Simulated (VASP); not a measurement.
Set up this calculation in VASP 6.6.1, as the native input.

```yaml
Task: single point
Functional: LDA
Potentials_or_basis: VASP PAW LDA potentials, release 64 (Re)
Cutoff: 520 eV
k_mesh: 14 × 14 × 8
Occupations: fermi-dirac, width 0.05 eV
Spin: no spin polarisation
Dipole_correction: no
Further_INCAR_settings: ALGO = Normal; EDIFF = 1e-06; NBANDS = 14
```

The structure of Re lies in POSCAR:

```
Re
1.0
    2.5677224212      0.0000000000      0.0000000000
   -1.2838612106      2.2237128466      0.0000000000
    0.0000000000      0.0000000000      4.1057498614
Re
2
Direct
    0.3333333333      0.6666666667      0.2500000000
    0.6666666667      0.3333333333      0.7500000000
```

These files were run (other wordings do the same):

INCAR

```
SYSTEM = Re
PREC     = Accurate       ! precision mode
ENCUT    = 520            ! plane-wave cutoff, eV
EDIFF    = 1E-6           ! SCF threshold, eV
ISMEAR   = -1             ! smearing method
SIGMA    = 0.05           ! smearing width, eV
LREAL    = .FALSE.        ! projectors in reciprocal space
LASPH    = .TRUE.         ! aspherical terms in the spheres
NELM     = 80             ! most SCF steps
ALGO     = Normal         ! electronic algorithm
ISIF     = 2              ! what is computed and relaxed
LWAVE    = .FALSE.        ! write WAVECAR
LCHARG   = .FALSE.        ! write CHGCAR
GGA      = CA             ! functional
NBANDS   = 14             ! bands
```

KPOINTS

```
regular mesh
0
G
  14 14 8
  0 0 0
```

Potentials or basis: VASP PAW LDA potentials, release 64 (Re).

The run is started by

```bash
$ cat potpaw_LDA.64/Re/POTCAR > POTCAR
$ mpirun -np 1 vasp_std > vasp.out
```

Results of the run:

```
Pressure               : 131.8 GPa
Band gap on the k mesh : zero (bands 7 and 8 overlap by 4.69 eV)
```

Caveat: the cell stands under pressure; spin-orbit coupling is left out, which moves the levels of the heavy elements.

Run time: 24 s on 1 thread of AMD EPYC 7R13 Processor (Zen 3) (shared host), peak memory 0.12 GiB.
